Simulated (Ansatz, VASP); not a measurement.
AlHg in VASP and in Ansatz

INCAR

```
AGGAC = 1.0
AGGAX = 1.0
ALDAC = 0.0
ALDAX = 1.0
ALGO = Fast
EDIFF = 1E-7
EDIFFG = -0.01
ENCUT = 600
GGA = B5
IBRION = 2
ISIF = 3
ISMEAR = -1
IVDW = 12
LASPH = T
LCHARG = F
LREAL = F
LWAVE = F
NELM = 60
NSW = 60
PREC = Accurate
SIGMA = 0.05
VDW_A1 = 0.4298
VDW_A2 = 4.2359
VDW_S6 = 1.0
VDW_S8 = 2.6996
```

File KPOINTS:

```
k-points
0
Gamma
  8 8 8
```

POSCAR

```
AlHg
1.0
    0.0000000000      3.0685300000      3.0685300000
    3.0685300000      0.0000000000      3.0685300000
    3.0685300000      3.0685300000      0.0000000000
Al Hg
1 1
Direct
    0.0000000000      0.0000000000      0.0000000000
    0.7500000000      0.7500000000      0.7500000000
```

Contents of input.yaml:

```yaml
crystal:
  lattice:
    - [0.0, 3.06853, 3.06853]
    - [3.06853, 0.0, 3.06853]
    - [3.06853, 3.06853, 0.0]
  atoms:
    - { symbol: Al, position: [0.0, 0.0, 0.0] }
    - { symbol: Hg, position: [0.75, 0.75, 0.75] }
hamiltonian:
  xc: blyp
  pseudopotentials: { kind: paw }
  dispersion: d3bj
kpoints:
  mp_grid: { grid: [8, 8, 8] }
scf:
  occupations: { method: fermi_dirac, width: 0.05 }
output:
  forces: true
  stress: true
  eigenvalues: true
  write_density: true
  write_potential: true
  elf: true
  volumetric_format: npy
relax:
  f_tol: 0.01
  max_steps: 40
  cell: { stress_tol: 0.05 }
```

Alike in both runs: task relaxation of cell and atoms; functional BLYP; dispersion D3(BJ); k mesh 8 × 8 × 8; occupations fermi-dirac, width 0.05 eV; no spin polarisation.

```csv
,VASP,Ansatz
version,VASP 6.6.1,Ansatz 0.2.0
potentials or method,"VASP PAW PBE potentials, release 64 (Al, Hg)",Ansatz PAW
plane-wave cutoff (eV),600,420
valence electrons in the cell,15,23
```

```tsv
	VASP	Ansatz	Ansatz less VASP
gap on the k mesh at the Fermi level, each at its own relaxed structure (eV)	none	none	-
relaxed volume (Å³/atom)	27.75	27.53	-0.224
relaxed cell length with the largest relative difference (Å)	4.282	4.270	-0.0115
```

VASP's potentials were made for PBE, not for BLYP. A gap of «none» marks a metal or a gap that the smearing closes. VASP's potentials hold 15 valence electrons a cell and Ansatz's 23, so a difference there can come from the potentials and not from the codes.

Spin-orbit coupling is off throughout. Noted on Ansatz's run: the plane-wave basis is chosen anew once the cell has moved, so the energies of steps on either side of that aren't comparable.
